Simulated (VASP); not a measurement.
Here is a VASP 6.6.1 calculation.

Contents of INCAR:

```
SYSTEM = Os4C
PREC = Accurate
ENCUT = 520
EDIFF = 1E-7
ISMEAR = 0
SIGMA = 0.1
LREAL = .FALSE.
LASPH = .TRUE.
NELM = 80
ALGO = Normal
ISIF = 2
LWAVE = .FALSE.
LCHARG = .FALSE.
LDIPOL = .TRUE.
IDIPOL = 3
DIPOL = 0.5 0.5 0.378
IBRION = 2
NSW = 36
EDIFFG = -0.025
```

KPOINTS

```
regular mesh
0
G
  12 12 1
  0 0 0
```

POSCAR

```
Os4C
1.0
    2.7145740629      0.0000000000      0.0000000000
   -1.3572870314      2.3508900989      0.0000000000
    0.0000000000      0.0000000000     21.8661488866
Os C
4 1
Selective dynamics
Direct
    0.6666666667      0.3333333333      0.1829311609  F F F
    0.3333333333      0.6666666667      0.2811020214  F F F
    0.6666666667      0.3333333333      0.3787246389  F F F
    0.3333333333      0.6666666667      0.4740729124  F F F
    0.3333333333      0.6666666667      0.5746850509  F F T
```

Potentials or basis: VASP PAW LDA potentials, release 64 (Os, C).

Launch:

```sh
$ cat potpaw_LDA.64/Os/POTCAR potpaw_LDA.64/C/POTCAR > POTCAR
$ mpirun -np 1 vasp_std > vasp.out
```

Predict the band gap on the k mesh.

zero (band 18 reaches 2.04 eV, above the bottom of band 19 at -0.55 eV).

What does it give for the energy gained by relaxing?

159.2 meV/atom.

Final structure:
```yaml
crystal:
  lattice:
    - [2.71457, 0.00000, 0.00000]
    - [-1.35729, 2.35089, 0.00000]
    - [0.00000, 0.00000, 21.86615]
  atoms:
    - { symbol: Os, position: [0.66667, 0.33333, 0.18293] }
    - { symbol: Os, position: [0.33333, 0.66667, 0.28110] }
    - { symbol: Os, position: [0.66667, 0.33333, 0.37872] }
    - { symbol: Os, position: [0.33333, 0.66667, 0.47407] }
    - { symbol: C, position: [0.33333, 0.66667, 0.55608] }
```

Caveat: spin-orbit coupling is left out, which moves the levels of the heavy elements.
